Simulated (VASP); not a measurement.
A run of VASP 6.6.1:

Contents of INCAR:

```
ALGO = Normal
EDIFF = 1E-7
ENCUT = 520
GGA = PE
ISIF = 2
ISMEAR = -1
ISPIN = 2
LASPH = T
LCHARG = F
LMAXMIX = 4
LORBIT = 11
LREAL = F
LWAVE = F
MAGMOM = 5 0
NBANDS = 20
NELM = 150
PREC = Accurate
SIGMA = 0.05
```

Contents of KPOINTS:

```
k-points
0
Gamma
  10 10 10
```

The input POSCAR:

```
MnO
1.0
    2.6362708722      0.0000000000      0.0000000000
    0.0000000000      2.6362708722      0.0000000000
    0.0000000000      0.0000000000      2.6362708722
Mn O
1 1
Direct
    0.0000000000      0.0000000000      0.0000000000
    0.5000000000      0.5000000000      0.5000000000
```

Potentials or basis: VASP PAW PBE potentials, release 64 (Mn_pv, O).

Launch:

```console
$ cat potpaw_PBE.64/Mn_pv/POTCAR potpaw_PBE.64/O/POTCAR > POTCAR
$ mpirun -np 1 vasp_std > vasp.out
```

Hardware: 1 thread of Intel(R) Xeon(R) Platinum 8375C CPU @ 2.90GHz (Ice Lake) (shared host).

Problem. Estimate the wall time of this run.

Solution. Run time: 30 s on 1 thread of Intel(R) Xeon(R) Platinum 8375C CPU @ 2.90GHz (Ice Lake), on a shared host, peak memory 0.15 GiB. Counts: scf iterations 16, k points 56.
